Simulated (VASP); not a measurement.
# AlN (P2_1) in VASP: single point with PBE

Aim: the single point of AlN with PBE.

All numbers are computed with VASP 6.6.1; they aren't measurements. Logs are shortened: lines on timing, memory, paths and dates and some standing lists are left out, and cuts for length are marked.

## Step 1: The cell of the first run

It takes space group P2_1 (No. 4, monoclinic). The conventional cell has a = 3.130 Å, b = 5.018 Å, c = 3.130 Å, α = 90.00°, β = 120.00°, γ = 90.00°. Al (site symmetry 1) has 4 N at 1.90 to 1.92 Å within 2.5 Å. Within 2.5 Å of N (site symmetry 1) lie 4 Al at 1.90 to 1.92 Å.

## Step 2: Single point, PBE (atoms displaced along a vibrational mode)

Input file INCAR:

```
SYSTEM = AlN
ALGO     = Normal         ! electronic algorithm
EDIFF    = 1E-6           ! SCF threshold, eV
ENCUT    = 520            ! plane-wave cutoff, eV
GGA      = PE             ! functional
ISIF     = 2              ! what is computed and relaxed
ISMEAR   = 0              ! smearing method
LASPH    = .TRUE.         ! aspherical terms in the spheres
LCHARG   = .FALSE.        ! write CHGCAR
LREAL    = .FALSE.        ! projectors in reciprocal space
LWAVE    = .FALSE.        ! write WAVECAR
NBANDS   = 26             ! bands
NELM     = 80             ! most SCF steps
PREC     = Accurate       ! precision mode
SIGMA    = 0.05           ! smearing width, eV
```

Input file KPOINTS:

```
k-points
0
G
  8 6 4
  0 0 0
```

Input file POSCAR:

```
AlN
1.0
   -3.1302395625      0.0000000000      0.0000000000
    0.0000000000      0.0000000000     -5.0179796543
    0.0000000000     -5.4217339621      0.0000000000
Al N
4 4
Direct
    0.4920133908      0.9982712825      0.1666666667
   -0.0079866092      0.9982712825      0.6666666667
    0.0079866092      0.4982712825      0.3333333333
    0.5079866092      0.4982712825      0.8333333333
    0.5070665287      0.6167287175      0.1666666667
    0.0070665287      0.6167287175      0.6666666667
   -0.0070665287      0.1167287175      0.3333333333
    0.4929334713      0.1167287175      0.8333333333
```

Potentials or basis: VASP PAW PBE potentials, release 64 (Al, N).

The run is started by

```sh
$ cat potpaw_PBE.64/Al/POTCAR potpaw_PBE.64/N/POTCAR > POTCAR
$ mpirun -np 1 vasp_std > vasp.out
```

OUTCAR:

```text
SYSTEM = AlN
   EDIFF = 1E-6
   ENCUT = 520
   GGA = PE
   ISIF = 2
   ISMEAR = 0
   LASPH = .TRUE.
   LREAL = .FALSE.
   NELM = 80
   PREC = Accurate

 ion  position               nearest neighbor table
   1  0.492  0.998  0.167-   7 1.90   8 1.90   7 1.90   5 1.92   3 3.07   3 3.07   4 3.09   4 3.09
                             3 3.12   3 3.12   2 3.13   2 3.13   2 3.13   2 3.13
   2  0.992  0.998  0.667-   8 1.90   7 1.90   8 1.90   6 1.92   4 3.07   4 3.07   3 3.09   3 3.09
                             4 3.12   4 3.12   1 3.13   1 3.13   1 3.13   1 3.13
   3  0.008  0.498  0.333-   5 1.90   6 1.90   5 1.90   7 1.92   1 3.07   1 3.07   2 3.09   2 3.09
                             1 3.12   1 3.12   4 3.13   4 3.13   4 3.13   4 3.13
   4  0.508  0.498  0.833-   6 1.90   5 1.90   6 1.90   8 1.92   2 3.07   2 3.07   1 3.09   1 3.09
                             2 3.12   2 3.12   3 3.13   3 3.13   3 3.13   3 3.13
   5  0.507  0.617  0.167-   3 1.90   4 1.90   3 1.90   1 1.92
   6  0.007  0.617  0.667-   4 1.90   3 1.90   4 1.90   2 1.92
   7  0.993  0.117  0.333-   1 1.90   2 1.90   1 1.90   3 1.92
   8  0.493  0.117  0.833-   2 1.90   1 1.90   2 1.90   4 1.92

  LATTYP: Found a simple orthorhombic cell.
 ALAT       =     3.1302395625
 B/A-ratio  =     1.6030656933
 C/A-ratio  =     1.7320508076

  Lattice vectors:

 A1 = (  -3.1302395625,   0.0000000000,   0.0000000000)
 A2 = (   0.0000000000,   0.0000000000,  -5.0179796543)
 A3 = (   0.0000000000,  -5.4217339621,   0.0000000000)

Analysis of symmetry for initial positions (statically):
=====================================================================
 Subroutine PRICEL returns following result:

  LATTYP: Found a hexagonal cell.
 ALAT       =     3.1302395625
 C/A-ratio  =     1.6030656933

  Lattice vectors:

 A1 = (  -1.5651197812,  -2.7108669810,   0.0000000000)
 A2 = (  -1.5651197813,   2.7108669811,   0.0000000000)
 A3 = (   0.0000000000,   0.0000000000,  -5.0179796543)

   2 primitive cells build up your supercell.

 Routine SETGRP: Setting up the symmetry group for a
 simple orthorhombic supercell.

 Subroutine GETGRP returns: Found  2 space group operations
 (whereof  1 operations were pure point group operations)
 out of a pool of  8 trial point group operations.

The static configuration has the point symmetry C_1 .
 The point group associated with its full space group is C_2 .

Analysis of symmetry for dynamics (positions and initial velocities):
[... 131 lines left out ...]
   IBRION =     -1    ionic relax: 0-MD 1-quasi-New 2-CG
   NFREE  =      0    steps in history (QN), initial steepest desc. (CG)
   ISIF   =      2    stress and relaxation
   ISYM   =      2    0-nonsym 1-usesym 2-fastsym
   POTIM  = 0.5000    time-step for ionic-motion
   TEBEG  =    0.0;   TEEND  =   0.0 temperature during run
   PSTRESS=    0.0 pullay stress
   NELECT =      32.0000    total number of electrons
   NUPDOWN=      -1.0000    fix difference up-down
   EMIN   =  10.00;   EMAX   =-10.00  energy-range for DOS
   EFERMI =   0.00;   METHOD = LEGACY
   ISMEAR =     0;   SIGMA  =   0.05  broadening in eV -4-tet -1-fermi 0-gaus
   EFERMI_NEDOS =   21; number of points for ismear=-14 and -15
   IALGO  =     38    algorithm
   IMIX   =      4    mixing-type and parameters
     AMIX     =   0.40;   BMIX     =  1.00
     AMIX_MAG =   1.60;   BMIX_MAG =  1.00
  volume/ion in A,a.u.               =      10.65        71.84
  Fermi-wavevector in a.u.,A,eV,Ry     =   1.181345  2.232418 18.987951  1.395575
  Thomas-Fermi vector in A             =   2.317620
   LORBIT       =      0    0 simple, 1 ext, 2 COOP (PROOUT), +10 PAW based schemes
   GGA     = PE    functional components
   LHFCALC =     F    Hartree Fock is set to
   AEXX    =    0.0000 exact exchange contribution
   IVDW    =     0    specifies the selected vdW correction
   LEPSILON=     F    determine dielectric tensor
   LRPA    =     F    only Hartree local field effects (RPA)
 non-spin polarized calculation
 Gauss-broadening in eV      SIGMA  =   0.05
  energy-cutoff  :      520.00
  volume of cell :       85.16
 maximum number of plane-waves:      2320
 NGX is ok and might be reduce to    24
   NGX = 11   NGY = 19   NGZ = 21

 number of electron      32.0000000 magnetization

 Free energy of the ion-electron system (eV)
  ---------------------------------------------------
  ext. energy  EPLUGINS =         0.00000000
  ---------------------------------------------------
  free energy    TOTEN  =       -59.55111699 eV

  energy without entropy =      -59.55111699  energy(sigma->0) =      -59.55111699

 E-fermi :   6.2535     XC(G=0): -10.8273

 val. band max:        5.9687261962   @ k =   0.0000   0.0000   0.0000
 cond. band min:      10.0043981100   @ k =   0.0000   0.0000   0.0000
 fundamental gap:      4.0356719139
 Fermi energy:         6.2534583583

 k-point     1 :       0.0000    0.0000    0.0000
  band No.  band energies     occupation
      1      -9.1025      2.00000
      2      -7.1890      2.00000
      3      -7.0194      2.00000
      4      -6.5134      2.00000
      5       0.0598      2.00000
      6       0.5897      2.00000
[... 685 lines left out ...]
     25      16.5410      0.00000
     26      17.4472      0.00000

 [... further k-points ...]

------------------------ aborting loop because EDIFF is reached ----------------------------------------

  FORCE on cell =-STRESS in cart. coord.  units (eV):
  Direction    XX          YY          ZZ          XY          YZ          ZX
  --------------------------------------------------------------------------------------
  -------------------------------------------------------------------------------------
  Total       -0.1799286     -0.1501637     -0.1167635      0.0521132      0.0000000      0.0000000
  in kB       -3.3850577     -2.8250807     -2.1967105      0.9804227      0.0000000      0.0000000
  external PRESSURE =      -2.8022830 kB  Pullay stress =       0.0000000 kB

 VOLUME and BASIS-vectors are now :
 -----------------------------------------------------------------------------
  energy-cutoff  :      520.00
  volume of cell :       85.16
      direct lattice vectors                 reciprocal lattice vectors
    -3.130239562  0.000000000  0.000000000    -0.319464367  0.000000000  0.000000000
     0.000000000  0.000000000 -5.017979654     0.000000000  0.000000000 -0.199283391
     0.000000000 -5.421733962  0.000000000     0.000000000 -0.184442838  0.000000000

 POSITION                                       TOTAL-FORCE (eV/Angst)
 -----------------------------------------------------------------------------------
     -1.54012     -0.90362     -5.00930        -0.139154      0.002821      0.004482
     -3.10524     -3.61449     -5.00930        -0.139154      0.002821      0.004482
     -0.02500     -1.80724     -2.50032         0.139154     -0.002821      0.004482
     -1.59012     -4.51811     -2.50032         0.139154     -0.002821      0.004482
     -1.58724     -0.90362     -3.09473         0.064331      0.001217     -0.004482
     -0.02212     -3.61449     -3.09473         0.064331      0.001217     -0.004482
     -3.10812     -1.80724     -0.58574        -0.064331     -0.001217     -0.004482
     -1.54300     -4.51811     -0.58574        -0.064331     -0.001217     -0.004482
 -----------------------------------------------------------------------------------
    total drift:                                0.000000      0.000001      0.001469

  FREE ENERGIE OF THE ION-ELECTRON SYSTEM (eV)
  ---------------------------------------------------
  free  energy   TOTEN  =       -59.5511169944 eV

  energy  without entropy=      -59.5511169944  energy(sigma->0) =      -59.55111699
```

OSZICAR:

```text
N       E                     dE             d eps       ncg     rms          rms(c)
DAV:   1     0.110305344216E+03    0.11031E+03   -0.14724E+04  3744   0.111E+03
DAV:   2    -0.591433760627E+02   -0.16945E+03   -0.15928E+03  5074   0.226E+02
DAV:   3    -0.688138188009E+02   -0.96704E+01   -0.96171E+01  5036   0.553E+01
DAV:   4    -0.689005181239E+02   -0.86699E-01   -0.86648E-01  4376   0.603E+00
DAV:   5    -0.689017227978E+02   -0.12047E-02   -0.12044E-02  4988   0.712E-01    0.171E+01
DAV:   6    -0.595050693443E+02    0.93967E+01   -0.29777E+01  4712   0.290E+01    0.592E+00
DAV:   7    -0.595748132951E+02   -0.69744E-01   -0.16155E+00  4418   0.644E+00    0.411E+00
DAV:   8    -0.595623638131E+02    0.12449E-01   -0.17247E-01  4350   0.287E+00    0.743E-01
DAV:   9    -0.595500023654E+02    0.12361E-01   -0.47402E-02  4956   0.112E+00    0.350E-01
DAV:  10    -0.595513154393E+02   -0.13131E-02   -0.59711E-03  4482   0.390E-01    0.213E-01
DAV:  11    -0.595511126448E+02    0.20279E-03   -0.56040E-04  4572   0.132E-01    0.524E-02
DAV:  12    -0.595511172275E+02   -0.45827E-05   -0.26460E-05  4226   0.339E-02    0.159E-02
DAV:  13    -0.595511170212E+02    0.20626E-06   -0.12829E-05  4688   0.189E-02    0.940E-03
DAV:  14    -0.595511169944E+02    0.26797E-07   -0.11016E-06  2354   0.687E-03
   1 F= -.59551117E+02 E0= -.59551117E+02  d E =-.121164E-17
```

Wall time 3 min (1 thread of Intel Xeon 8259CL, shared host); peak memory 0.26 GiB.

What came out:

| Quantity | Value |
| --- | --- |
| Free energy | -59.5511 eV |
| Pressure | -0.3 GPa |
| Largest force | 0.139 eV/Å |
| Band gap on the k mesh | 4.04 eV |

Forces on the atoms (eV/Å):
```
Al  -0.139  0.003  0.004
Al  -0.139  0.003  0.004
Al   0.139 -0.003  0.004
Al   0.139 -0.003  0.004
N    0.064  0.001 -0.004
N    0.064  0.001 -0.004
N   -0.064 -0.001 -0.004
N   -0.064 -0.001 -0.004
```

Caveat: the cell differs from its parent crystal (atoms displaced along a vibrational mode).
